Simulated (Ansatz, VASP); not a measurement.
## Two plane-wave programs on TiO2

Contents of INCAR:

```
PREC     = Accurate       # precision mode
ENCUT    = 520            # plane-wave cutoff, eV
EDIFF    = 1E-7           # SCF threshold, eV
ISMEAR   = 0              # smearing method
SIGMA    = 0.01           # smearing width, eV
LREAL    = F              # projectors in reciprocal space
LASPH    = T              # aspherical terms in the spheres
NELM     = 80             # most SCF steps
ALGO     = Normal         # electronic algorithm
ISIF     = 2              # what is computed and relaxed
LWAVE    = F              # write WAVECAR
LCHARG   = F              # write CHGCAR
GGA      = PS             # functional
NBANDS   = 33             # bands
```

File KPOINTS:

```
regular mesh
0
Gamma
  6 6 4
```

Contents of POSCAR:

```
TiO2
1.0
    2.7060340000     -2.7066550000      0.0000000000
    2.7060340000      2.7066550000      0.0000000000
   -2.6335310000      0.0000000000      4.7966370000
Ti O
2 4
Direct
    0.1341100000      0.8658900000      0.2500000000
    0.8658900000      0.1341100000      0.7500000000
    0.3312210000      0.0887550000      0.6671490000
    0.6687790000      0.9112450000      0.3328510000
    0.9112450000      0.6687790000      0.8328510000
    0.0887550000      0.3312210000      0.1671490000
```

Input for Ansatz:

```yaml
crystal:
  lattice:
    - [2.706034, -2.706655, 0.0]
    - [2.706034, 2.706655, 0.0]
    - [-2.633531, 0.0, 4.796637]
  atoms:
    - { symbol: Ti, position: [0.13411, 0.86589, 0.25] }
    - { symbol: Ti, position: [0.86589, 0.13411, 0.75] }
    - { symbol: O, position: [0.331221, 0.088755, 0.667149] }
    - { symbol: O, position: [0.668779, 0.911245, 0.332851] }
    - { symbol: O, position: [0.911245, 0.668779, 0.832851] }
    - { symbol: O, position: [0.088755, 0.331221, 0.167149] }
basis:
  ecutwfc: 500.0
kpoints:
  mp_grid:
    grid: [6, 6, 4]
hamiltonian:
  xc: pbesol
scf:
  occupations:
    method: fixed
output:
  stress: true
```

Alike in both runs: task single point; functional PBEsol; k mesh 6 × 6 × 4; no spin polarisation.

```csv
,VASP,Ansatz
version,VASP 6.6.1,Ansatz 0.2.0
potentials or method,"VASP PAW PBE potentials, release 64 (Ti_sv, O), cutoff 520 eV","plane waves, PAW"
occupations,"gaussian, width 0.01 eV",fixed
valence electrons in the cell,48,48
```

```tsv
	VASP	Ansatz	Ansatz less VASP
pressure (GPa)	-6.9	-7.5	-0.61
traceless stress, the component that is largest in VASP (GPa)	-0.34	-0.38	-0.041
```

VASP's potentials were made for PBE, not for PBEsol.
